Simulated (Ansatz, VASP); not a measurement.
**SrBe4Cd in VASP and in Ansatz**

File INCAR:

```
PREC = Accurate
ENCUT = 520
EDIFF = 1E-6
ISMEAR = 0
SIGMA = 0.1
LREAL = F
LASPH = T
NELM = 80
ALGO = Fast
ISIF = 2
LWAVE = F
LCHARG = T
GGA = PE
LELF = T
LVHAR = T
NBANDS = 24
```

Contents of KPOINTS:

```
Automatic mesh
0
Gamma
  4 4 4
```

POSCAR

```
SrBe4Cd
1.0
    0.0000000000      3.4475280244      3.4475280244
    3.4475280244      0.0000000000      3.4475280244
    3.4475280244      3.4475280244      0.0000000000
Sr Be Cd
1 4 1
Direct
    0.0000000000      0.0000000000      0.0000000000
    0.3750000000      0.8750000000      0.3750000000
    0.3750000000      0.3750000000      0.8750000000
    0.3750000000      0.3750000000      0.3750000000
    0.8750000000      0.3750000000      0.3750000000
    0.7500000000      0.7500000000      0.7500000000
```

Input for Ansatz:

```yaml
crystal:
  lattice:
    - [0.0, 3.4475280244, 3.4475280244]
    - [3.4475280244, 0.0, 3.4475280244]
    - [3.4475280244, 3.4475280244, 0.0]
  atoms:
    - { symbol: Sr, position: [0.0, 0.0, 0.0] }
    - { symbol: Be, position: [0.375, 0.875, 0.375] }
    - { symbol: Be, position: [0.375, 0.375, 0.875] }
    - { symbol: Be, position: [0.375, 0.375, 0.375] }
    - { symbol: Be, position: [0.875, 0.375, 0.375] }
    - { symbol: Cd, position: [0.75, 0.75, 0.75] }
basis:
  ecutwfc: 420
kpoints:
  mp_grid: { grid: [4, 4, 4] }
hamiltonian:
  xc: pbe
scf:
  occupations: { method: gaussian, width: 0.1 }
  lower_state_search: "off"
output:
  forces: true
  stress: true
  eigenvalues: true
```

Alike in both runs: task single point; functional PBE; k mesh 4 × 4 × 4; occupations gaussian, width 0.1 eV; no spin polarisation.

|  | VASP | Ansatz |
| --- | --- | --- |
| version | VASP 6.6.1 | Ansatz 0.2.0 |
| potentials or method | VASP PAW PBE potentials, release 64 (Sr_sv, Be, Cd), cutoff 520 eV | scalar-relativistic, plane waves, PAW |
| valence electrons in the cell | 30 | 38 |

|  | VASP | Ansatz | Ansatz less VASP |
| --- | --- | --- | --- |
| gap on the k mesh at the Fermi level (eV) | none | none | - |
| pressure (GPa) | 9.1 | 8.9 | -0.29 |

A gap of «none» marks a metal or a gap that the smearing closes. VASP's potentials hold 30 valence electrons a cell and Ansatz's 38, so a difference there can come from the potentials and not from the codes.

The k mesh is coarse, so the values compare programs but aren't converged.
